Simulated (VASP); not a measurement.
# W in VASP: further runs

The runs below take W through single point, with PBEsol.

All numbers are computed with VASP 6.6.1; they aren't measurements. Logs are shortened: lines on timing, memory, paths and dates and some standing lists are left out, and cuts for length are marked.

## 1. The cell of the first run

The structure is cubic, space group Im-3m (No. 229). The conventional cell has a = 3.354 Å, b = 3.354 Å, c = 3.354 Å, α = 90.00°, β = 90.00°, γ = 90.00°. Within 3.8 Å of W (site symmetry m-3m) lie 14 W at 2.90 to 3.35 Å.

## 2. Single point, PBEsol (strain +0.050 along x and y, +0.050 along z)

INCAR

```
SYSTEM = W
ALGO = Normal ; EDIFF = 1E-6
ENCUT = 520 ; GGA = PS
ISIF = 2 ; ISMEAR = 0
LASPH = .True. ; LCHARG = .False.
LREAL = .False. ; LWAVE = .False.
NBANDS = 13 ; NELM = 60
PREC = Accurate ; SIGMA = 0.15
```

KPOINTS

```
k-points
0
Gamma
  20 20 20
  0 0 0
```

POSCAR

```
W
1.0
   -1.6771650000      1.6771650000      1.6771650000
    1.6771650000     -1.6771650000      1.6771650000
    1.6771650000      1.6771650000     -1.6771650000
W
1
Direct
    0.0000000000      0.0000000000      0.0000000000
```

Potentials or basis: VASP PAW PBE potentials, release 64 (W_sv).

On the command line:

```sh
> cat potpaw_PBE.64/W_sv/POTCAR > POTCAR
> mpirun -np 1 vasp_std > vasp.out
```

OUTCAR:

```text
SYSTEM = W
   EDIFF = 1E-6
   ENCUT = 520
   GGA = PS
   ISIF = 2
   ISMEAR = 0
   LASPH = .True.
   LREAL = .False.
   NELM = 60
   PREC = Accurate

 ion  position               nearest neighbor table
   1  0.000  0.000  0.000-

  LATTYP: Found a body centered cubic cell.
 ALAT       =     3.3543300000

  Lattice vectors:

 A1 = (  -1.6771650000,   1.6771650000,   1.6771650000)
 A2 = (   1.6771650000,  -1.6771650000,   1.6771650000)
 A3 = (   1.6771650000,   1.6771650000,  -1.6771650000)

Analysis of symmetry for initial positions (statically):
=====================================================================
 Subroutine PRICEL returns:
 Original cell was already a primitive cell.

 Routine SETGRP: Setting up the symmetry group for a
 body centered cubic supercell.

 Subroutine GETGRP returns: Found 48 space group operations
 (whereof 48 operations were pure point group operations)
 out of a pool of 48 trial point group operations.

The static configuration has the point symmetry O_h .

Analysis of symmetry for dynamics (positions and initial velocities):
=====================================================================
 Subroutine PRICEL returns:
 Original cell was already a primitive cell.

 Routine SETGRP: Setting up the symmetry group for a
 body centered cubic supercell.

 Subroutine GETGRP returns: Found 48 space group operations
 (whereof 48 operations were pure point group operations)
 out of a pool of 48 trial point group operations.

The dynamic configuration has the point symmetry O_h .

 Subroutine INISYM returns: Found 48 space group operations
 (whereof 48 operations are pure point group operations),
 and found     1 'primitive' translations

----------------------------------------------------------------------------------------

                                     Primitive cell

  volume of cell :      18.8707

  direct lattice vectors                    reciprocal lattice vectors
    -1.677165000  1.677165000  1.677165000     0.000000000  0.298122129  0.298122129
     1.677165000 -1.677165000  1.677165000     0.298122129  0.000000000  0.298122129
     1.677165000  1.677165000 -1.677165000     0.298122129  0.298122129  0.000000000

  length of vectors
     2.904934993  2.904934993  2.904934993     0.421608358  0.421608358  0.421608358

  position of ions in fractional coordinates (direct lattice)
     0.000000000  0.000000000  0.000000000

  ion indices of the primitive-cell ions
   primitive index   ion index
                 1           1

----------------------------------------------------------------------------------------

 KPOINTS: k-points

Automatic generation of k-mesh.
 Grid dimensions read from file:
 generate k-points for:   20   20   20

 Generating k-lattice:

  Cartesian coordinates                     Fractional coordinates (reciprocal lattice)
     0.000000000  0.014906106  0.014906106     0.050000000  0.000000000  0.000000000
     0.014906106  0.000000000  0.014906106     0.000000000  0.050000000  0.000000000
     0.014906106  0.014906106  0.000000000     0.000000000  0.000000000  0.050000000

  Length of vectors
     0.021080418  0.021080418  0.021080418

  Shift w.r.t. Gamma in fractional coordinates (k-lattice)
     0.000000000  0.000000000  0.000000000

 Subroutine IBZKPT returns following result:
 ===========================================

 Found    256 irreducible k-points:

 Following reciprocal coordinates:
            Coordinates               Weight
  0.000000  0.000000  0.000000      1.000000
  0.050000  0.000000  0.000000     12.000000
  0.100000  0.000000  0.000000     12.000000
  0.150000  0.000000  0.000000     12.000000
  0.200000  0.000000  0.000000     12.000000
  0.250000  0.000000  0.000000     12.000000
[... 16 lines left out ...]
  0.200000  0.100000 -0.000000     48.000000
  0.250000  0.100000  0.000000     48.000000
 [... further k-points ...]
   k-points           NKPTS =    256   k-points in BZ     NKDIM =    256   number of bands    NBANDS=     13
   number of dos      NEDOS =    301   number of ions     NIONS =      1
   total plane-waves  NPLWV =  13824
   dimension x,y,z NGX =    24 NGY =   24 NGZ =   24
   dimension x,y,z NGXF=    48 NGYF=   48 NGZF=   48
   ions per type =               1
   NGX,Y,Z   is equivalent  to a cutoff of  13.73, 13.73, 13.73 a.u.
   NGXF,Y,Z  is equivalent  to a cutoff of  27.47, 27.47, 27.47 a.u.
 SYSTEM =  W
   PREC   = accura    normal or accurate (medium, high low for compatibility)
   ISTART =      0    job   : 0-new  1-cont  2-samecut
   ICHARG =      2    charge: 1-file 2-atom 10-const
   ISPIN  =      1    spin polarized calculation?
   LNONCOLLINEAR =      F non collinear calculations
   LSORBIT =      F    spin-orbit coupling
   LASPH  =      T    aspherical Exc in radial PAW
   ENCUT  =  520.0 eV  38.22 Ry    6.18 a.u.   5.40  5.40  5.40*2*pi/ulx,y,z
   NELM   =     60;   NELMIN=  2; NELMDL= -5     # of ELM steps
   EDIFF  = 0.1E-05   stopping-criterion for ELM
   LREAL  =      F    real-space projection
   EDIFFG = 0.1E-04   stopping-criterion for IOM
   NSW    =      0    number of steps for IOM
   IBRION =     -1    ionic relax: 0-MD 1-quasi-New 2-CG
   NFREE  =      0    steps in history (QN), initial steepest desc. (CG)
   ISIF   =      2    stress and relaxation
   ISYM   =      2    0-nonsym 1-usesym 2-fastsym
   POTIM  = 0.5000    time-step for ionic-motion
   TEBEG  =    0.0;   TEEND  =   0.0 temperature during run
   PSTRESS=    0.0 pullay stress
   NELECT =      14.0000    total number of electrons
   NUPDOWN=      -1.0000    fix difference up-down
   EMIN   =  10.00;   EMAX   =-10.00  energy-range for DOS
   EFERMI =   0.00;   METHOD = LEGACY
   ISMEAR =     0;   SIGMA  =   0.15  broadening in eV -4-tet -1-fermi 0-gaus
   EFERMI_NEDOS =   21; number of points for ismear=-14 and -15
   IALGO  =     38    algorithm
   IMIX   =      4    mixing-type and parameters
     AMIX     =   0.40;   BMIX     =  1.00
     AMIX_MAG =   1.60;   BMIX_MAG =  1.00
  volume/ion in A,a.u.               =      18.87       127.35
  Fermi-wavevector in a.u.,A,eV,Ry     =   1.482023  2.800618 29.883745  2.196393
  Thomas-Fermi vector in A             =   2.595861
   LORBIT       =      0    0 simple, 1 ext, 2 COOP (PROOUT), +10 PAW based schemes
   GGA     = PS    functional components
   LHFCALC =     F    Hartree Fock is set to
   AEXX    =    0.0000 exact exchange contribution
   IVDW    =     0    specifies the selected vdW correction
   LEPSILON=     F    determine dielectric tensor
   LRPA    =     F    only Hartree local field effects (RPA)
 non-spin polarized calculation
 Gauss-broadening in eV      SIGMA  =   0.15
  energy-cutoff  :      520.00
  volume of cell :       18.87
 maximum number of plane-waves:       532
 NGX is ok and might be reduce to    24
   NGX = 11   NGY = 11   NGZ = 11

 number of electron      13.9999999 magnetization

 Free energy of the ion-electron system (eV)
  ---------------------------------------------------
  ext. energy  EPLUGINS =         0.00000000
  ---------------------------------------------------
  free energy    TOTEN  =       -13.34693207 eV

  energy without entropy =      -13.34247492  energy(sigma->0) =      -13.34470350

 E-fermi :   8.9323     XC(G=0): -12.8002

 val. band max:        8.9309404674   @ k =   0.4500   0.0500   0.0000
 cond. band min:       8.9790752504   @ k =  -0.2500   0.3500   0.1500
 fundamental gap:      0.0481347830
 Fermi energy:         8.9323125721

 k-point     1 :       0.0000    0.0000    0.0000
  band No.  band energies     occupation
      1     -65.4946      2.00000
      2     -29.2398      2.00000
      3     -29.2398      2.00000
      4     -29.2398      2.00000
      5       0.2576      2.00000
      6       7.9359      2.00000
      7       7.9359      2.00000
      8       7.9359      2.00000
      9      10.7397      0.00000
     10      10.7397      0.00000
     11      23.0337      0.00000
     12      23.0337      0.00000
     13      23.0337      0.00000

 k-point     2 :       0.0500    0.0000    0.0000
  band No.  band energies     occupation
      1     -65.4931      2.00000
      2     -29.2581      2.00000
      3     -29.2458      2.00000
      4     -29.2398      2.00000
      5       0.3569      2.00000
      6       7.8795      2.00000
      7       7.9246      2.00000
      8       8.0285      2.00000
      9      10.6542      0.00000
     10      10.7416      0.00000
     11      23.1105      0.00000
     12      23.2022      0.00000
     13      23.2388      0.00000

 k-point     3 :       0.1000    0.0000    0.0000
  band No.  band energies     occupation
      1     -65.4888      2.00000
      2     -29.3112      2.00000
      3     -29.2632      2.00000
      4     -29.2398      2.00000
      5       0.6482      2.00000
      6       7.7204      2.00000
      7       7.8766      2.00000
      8       8.3042      2.00000
      9      10.4524      0.00000
     10      10.7502      0.00000
     11      23.3001      0.00000
     12      23.6964      0.00000
     13      23.7625      0.00000
[... 305 lines left out ...]
 k-point    23 :       0.2000    0.1000   -0.0000
  band No.  band energies     occupation
      1     -65.4614      2.00000
      2     -29.6272      2.00000
      3     -29.3617      2.00000
      4     -29.2642      2.00000
      5       2.6079      2.00000
      6       6.9214      2.00000
      7       7.1737      2.00000
      8      10.0095      0.00000
      9      10.5120      0.00000
     10      11.0812      0.00000
     11      22.6276      0.00000
     12      23.5294      0.00000
     13      26.0868      0.00000

 k-point    24 :       0.2500    0.1000    0.0000
  band No.  band energies     occupation
      1     -65.4525      2.00000
      2     -29.7230      2.00000
      3     -29.4041      2.00000
      4     -29.2653      2.00000
      5       3.2194      2.00000
      6       6.6606      2.00000
      7       7.1353      2.00000
      8      10.1536      0.00000
      9      11.1623      0.00000
     10      11.4038      0.00000
     11      21.3056      0.00000
     12      22.5733      0.00000
     13      26.1673      0.00000

 [... further k-points ...]

------------------------ aborting loop because EDIFF is reached ----------------------------------------

  FORCE on cell =-STRESS in cart. coord.  units (eV):
  Direction    XX          YY          ZZ          XY          YZ          ZX
  --------------------------------------------------------------------------------------
  -------------------------------------------------------------------------------------
  Total       -4.7389203     -4.7389203     -4.7389203      0.0000000      0.0000000      0.0000000
  in kB     -402.3487189   -402.3487189   -402.3487189      0.0000000      0.0000000      0.0000000
  external PRESSURE =    -402.3487189 kB  Pullay stress =       0.0000000 kB

 VOLUME and BASIS-vectors are now :
 -----------------------------------------------------------------------------
  energy-cutoff  :      520.00
  volume of cell :       18.87
      direct lattice vectors                 reciprocal lattice vectors
    -1.677165000  1.677165000  1.677165000     0.000000000  0.298122129  0.298122129
     1.677165000 -1.677165000  1.677165000     0.298122129  0.000000000  0.298122129
     1.677165000  1.677165000 -1.677165000     0.298122129  0.298122129  0.000000000

 POSITION                                       TOTAL-FORCE (eV/Angst)
 -----------------------------------------------------------------------------------
      0.00000      0.00000      0.00000         0.000000      0.000000      0.000000
 -----------------------------------------------------------------------------------
    total drift:                                0.000000      0.000000      0.000000

  FREE ENERGIE OF THE ION-ELECTRON SYSTEM (eV)
  ---------------------------------------------------
  free  energy   TOTEN  =       -13.3469320732 eV

  energy  without entropy=      -13.3424749245  energy(sigma->0) =      -13.34470350
```

Wall time 33 s (1 thread of AMD EPYC 7R13 (Zen 3), shared host); peak memory 0.16 GiB.

Results:

```yaml
Free_energy: -13.3469 eV
Pressure: -40.2 GPa
Band_gap_on_the_k_mesh: zero (band 7 reaches 12.93 eV, above the bottom of band 8 at 7.94 eV)
```

Levels at points of the mesh, in eV from the Fermi level:
```
           k point  band 5  band 6  band 7  band 8  band 9  band 10
(0.00, 0.00, 0.00)   -8.67   -1.00   -1.00   -1.00    1.81     1.81
(0.50, 0.00, 0.00)   -5.25   -2.83    0.26    1.63    2.41     4.73
(0.50, 0.50, 0.50)   -4.60   -4.60    4.00    4.00    4.00     7.00
```

Caveat: the cell differs from its parent crystal (strain +0.050 along x and y, +0.050 along z); the PAW data sets were made with another functional, which shifts forces and pressure a little; spin-orbit coupling is left out, which moves the levels of the heavy elements.

## 3. Single point, PBEsol (strain -0.050 along x and y, -0.025 along z)

INCAR

```
PREC = Accurate
ENCUT = 520
EDIFF = 1E-7
ISMEAR = 0
SIGMA = 0.15
LREAL = False
LASPH = True
NELM = 80
ALGO = Normal
ISIF = 2
LWAVE = False
LCHARG = False
GGA = PS
NBANDS = 13
```

KPOINTS

```
Automatic mesh
0
Gamma
  20 20 20
```

POSCAR

```
W
1.0
   -1.5174350000      1.5174350000      1.5573675000
    1.5174350000     -1.5174350000      1.5573675000
    1.5174350000      1.5174350000     -1.5573675000
W
1
Direct
    0.0000000000      0.0000000000      0.0000000000
```

Potentials or basis: VASP PAW PBE potentials, release 64 (W_sv).

On the command line:

```sh
> cat potpaw_PBE.64/W_sv/POTCAR > POTCAR
> mpirun -np 1 vasp_std > vasp.out
```

It took 54 s on 1 thread of AMD EPYC 7R13 (Zen 3), shared host; peak memory 0.19 GiB.

The run converged. Its results:

| Quantity | Value |
| --- | --- |
| Free energy | -13.6577 eV |
| Pressure | 36.2 GPa |
| Band gap on the k mesh | zero (band 7 reaches 18.63 eV, above the bottom of band 8 at 11.57 eV) |

Stress tensor (GPa, compression positive):
```
39.81  0.00  0.00
 0.00 39.81  0.00
 0.00  0.00 29.03
```

Levels at points of the mesh, in eV from the Fermi level:
```csv
k point,band 4,band 5,band 6,band 7,band 8,band 9,band 10,band 11
"(0.00, 0.00, 0.00)",-37.48,-10.26,-1.61,-1.61,-1.23,2.13,2.66,14.34
"(0.50, 0.00, 0.00)",-37.49,-7.04,-4.03,0.97,2.14,3.46,7.01,11.71
"(0.50, 0.50, 0.00)",-37.52,-7.05,-4.42,1.21,2.73,3.67,7.11,11.65
"(0.50, 0.50, 0.50)",-38.68,-6.82,-6.73,5.79,5.92,5.92,8.59,9.30
```

Caveat: the cell differs from its parent crystal (strain -0.050 along x and y, -0.025 along z); the PAW data sets were made with another functional, which shifts forces and pressure a little; spin-orbit coupling is left out, which moves the levels of the heavy elements.

## 4. Single point, PBEsol, collinear spin, ferromagnetic start

INCAR

```
SYSTEM = W
ALGO = Normal
EDIFF = 1E-7
ENCUT = 520
GGA = PS
ISIF = 2
ISMEAR = 0
ISPIN = 2
LASPH = .TRUE.
LCHARG = .FALSE.
LMAXMIX = 4
LORBIT = 11
LREAL = .FALSE.
LWAVE = .FALSE.
MAGMOM = -1
NBANDS = 17
NELM = 150
PREC = Accurate
SIGMA = 0.15
```

KPOINTS

```
k-points
0
G
  20 20 20
  0 0 0
```

POSCAR

```
W
1.0
   -1.6771650000      1.6771650000      1.6771650000
    1.6771650000     -1.6771650000      1.6771650000
    1.6771650000      1.6771650000     -1.6771650000
W
1
Direct
    0.0000000000      0.0000000000      0.0000000000
```

On the command line:

```sh
> cat potpaw_PBE.64/W_sv/POTCAR > POTCAR
> mpirun -np 1 vasp_std > vasp.out
```

It took 1.9 min on 1 thread of AMD EPYC 7R13 (Zen 3), shared host; peak memory 0.21 GiB.

Results (log left out):

- Free energy: -13.3469 eV
- Pressure: -40.2 GPa
- Band gap on the k mesh: zero (filled and empty bands overlap)
- Net moment: 0.00 μB per cell
- Valence electrons inside the program's atomic spheres: W 11.76

Levels at points of the mesh, in eV from the Fermi level:
Spin up:
```tsv
k point	band 4	band 5	band 6	band 7	band 8	band 9	band 10	band 11
(0.00, 0.00, 0.00)	-38.17	-8.67	-1.00	-1.00	-1.00	1.81	1.81	14.10
(0.50, 0.00, 0.00)	-38.17	-5.25	-2.83	0.26	1.63	2.41	4.73	8.49
(0.50, 0.50, 0.50)	-38.69	-4.60	-4.60	4.00	4.00	4.00	7.00	7.00
```
Spin down:
| k point | band 3 | band 4 | band 5 | band 6 | band 7 | band 8 | band 9 | band 10 | band 11 | band 12 |
| --- | --- | --- | --- | --- | --- | --- | --- | --- | --- | --- |
| (0.00, 0.00, 0.00) | -38.17 | -38.17 | -8.67 | -1.00 | -1.00 | -1.00 | 1.81 | 1.81 | 14.10 | 14.10 |
| (0.50, 0.00, 0.00) | -38.41 | -38.17 | -5.25 | -2.83 | 0.26 | 1.63 | 2.41 | 4.73 | 8.49 | 11.01 |
| (0.50, 0.50, 0.50) | -38.69 | -38.69 | -4.60 | -4.60 | 4.00 | 4.00 | 4.00 | 7.00 | 7.00 | 7.00 |

Caveat: the PAW data sets were made with another functional, which shifts forces and pressure a little; spin-orbit coupling is left out, which moves the levels of the heavy elements.

## 5. Overview

| spin | cell | gap on the mesh (eV) | pressure (GPa) |
| --- | --- | --- | --- |
| off | a = 2.905 Å, angles 109.5°, 1 atom | none | -40.2 |
| off | a = 2.652 Å, angles 110.2, 110.2, 108.1°, 1 atom | none | 36.2 |
| collinear, ferromagnetic start | a = 2.905 Å, angles 109.5°, 1 atom | none | -40.2 |

Alike in all rows: task single point; level PBEsol; potentials or basis VASP PAW PBE potentials, release 64 (W_sv); k mesh 20 × 20 × 20; cutoff (eV) 520; smearing gaussian 0.15 eV.

Caveats: the PAW data sets were made with another functional, which shifts forces and pressure a little; spin-orbit coupling is left out, which moves the levels of the heavy elements.

Absolute energies hang on the potentials; compare differences alone.
